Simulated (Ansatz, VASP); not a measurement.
One calculation of WSe2, two programs

```
W Se
1.0
    -3.32069    0.00000    0.00000
    -1.66035   -2.87581    0.00000
    -0.83034   -0.47940   15.25733
W Se
2 4
Direct
  0.29166 0.29166 0.25000
  0.54164 0.54164 0.75000
  0.22664 0.22664 0.64002
  0.64333 0.64333 0.14002
  0.18997 0.18997 0.85998
  0.60666 0.60666 0.35998
```

Alike in both runs: task single point; functional PBE; k mesh 9 × 9 × 2; occupations gaussian, width 0.05 eV; no spin polarisation.

|  | VASP | Ansatz |
| --- | --- | --- |
| version | VASP 6.6.1 | Ansatz 0.2.0 |
| potentials or method | VASP PAW PBE potentials, release 64 (W_sv, Se), cutoff 520 eV | scalar-relativistic, plane waves, PAW |
| valence electrons in the cell | 52 | 92 |

VASP gave:

```
gap on the k mesh at the Fermi level (eV)                     : 1.53
least direct gap on the mesh (eV)                             : 1.53
pressure (GPa)                                                : 0.3
traceless stress, the component that is largest in VASP (GPa) : 0.09
rms of the force components (eV/Å)                            : 0.022
```

Problem. What did Ansatz give for the same quantities?

Solution. gap on the k mesh at the Fermi level (eV): 1.53; least direct gap on the mesh (eV): 1.53; pressure (GPa): 0.0; traceless stress, the component that is largest in VASP (GPa): 0.03; rms of the force components (eV/Å): 0.002.

Atom by atom the forces differ by 0.021 eV/Å (rms over components). VASP's potentials hold 52 valence electrons a cell and Ansatz's 92, so a difference there can come from the potentials and not from the codes.

Neither program's run includes spin-orbit coupling.
